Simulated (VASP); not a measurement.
## MgI2: single point with PBE

Crystal: MgI2.

```
Mg I
1.0
     4.21957    0.00000    0.00000
    -2.10979    3.65426    0.00000
     0.00000    0.00000    6.87333
Mg I
1 2
Direct
  0.00000 0.00000 0.00000
  0.33333 0.66667 0.23998
  0.66667 0.33333 0.76002
```

This cell differs from its parent crystal: biaxial xy strain +1.5%.

```
Program             : VASP 6.6.1
Task                : single point
Functional          : PBE
Potentials or basis : VASP PAW PBE potentials, release 64 (Mg, I)
Cutoff              : 520 eV
k mesh              : 12 × 12 × 4
Occupations         : fermi-dirac, width 0.02 eV
Spin                : no spin polarisation
```

* Pressure: 0.4 GPa
* Largest force: 0.004 eV/Å
* Band gap on the k mesh: 3.42 eV, indirect (least direct gap 3.49 eV)

Forces in eV/Å, atoms in the order of the input:
```
Mg   0.000  0.000  0.000
I    0.000  0.000 -0.004
I    0.000  0.000  0.004
```

Stress tensor (GPa, compression positive):
```
0.11 0.00 0.00
0.00 0.11 0.00
0.00 0.00 0.99
```

Levels at points of the mesh, in eV from the valence-band top:
```csv
k point,band 6,band 7,band 8,band 9,band 10,band 11
"(0.00, 0.00, 0.00)",-0.20,-0.20,0.00,3.49,4.61,6.50
"(0.50, 0.00, 0.00)",-1.47,-0.89,-0.52,3.51,5.25,5.55
"(0.00, 0.00, 0.50)",-0.49,-0.30,-0.30,4.39,4.69,6.32
"(0.50, 0.00, 0.50)",-1.12,-0.79,-0.75,3.44,5.20,5.74
```

Run time: 40 s on 1 thread of Intel(R) Xeon(R) 6975P-C (Granite Rapids), on a shared host, peak memory 0.29 GiB.

Caveat: the cell differs from its parent crystal (biaxial xy strain +1.5%); spin-orbit coupling is left out, which moves the levels of the heavy elements; this functional lacks dispersion, which binds the layers, so the pressure and a relaxed spacing across them are unreliable. A k mesh can miss the band edges.
